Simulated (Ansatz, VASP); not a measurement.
**One calculation of Se, two programs**

```
Se
1.0
     4.52038    0.00000    0.00000
    -2.26019    3.91476    0.00000
     0.00000    0.00000    5.04531
Se
3
Direct
  0.21893 0.00000 0.33333
  0.00000 0.21893 0.66667
  0.78107 0.78107 0.00000
```

Alike in both runs: task single point; functional PBE; k mesh 2 × 2 × 1; occupations fermi-dirac, width 0.05 eV; no spin polarisation.

```csv
,VASP,Ansatz
version,VASP 6.6.1,Ansatz 0.2.0
potentials or method,"VASP PAW PBE potentials, release 64 (Se), cutoff 520 eV","plane waves (420 eV) with PAW, scalar-relativistic"
valence electrons in the cell,18,48
```

VASP gave:

| Property | Result |
| --- | --- |
| gap on the k mesh at the Fermi level (eV) | 2.27 |
| pressure (GPa) | -2.1 |
| traceless stress, the component that is largest in VASP (GPa) | -0.30 |

Estimate Ansatz's values.

gap on the k mesh at the Fermi level (eV): 2.27; pressure (GPa): -2.1; traceless stress, the component that is largest in VASP (GPa): -0.31.

VASP's potentials hold 18 valence electrons a cell and Ansatz's 48, so a difference there can come from the potentials and not from the codes.

The k mesh is coarse, so the values compare programs but aren't converged.
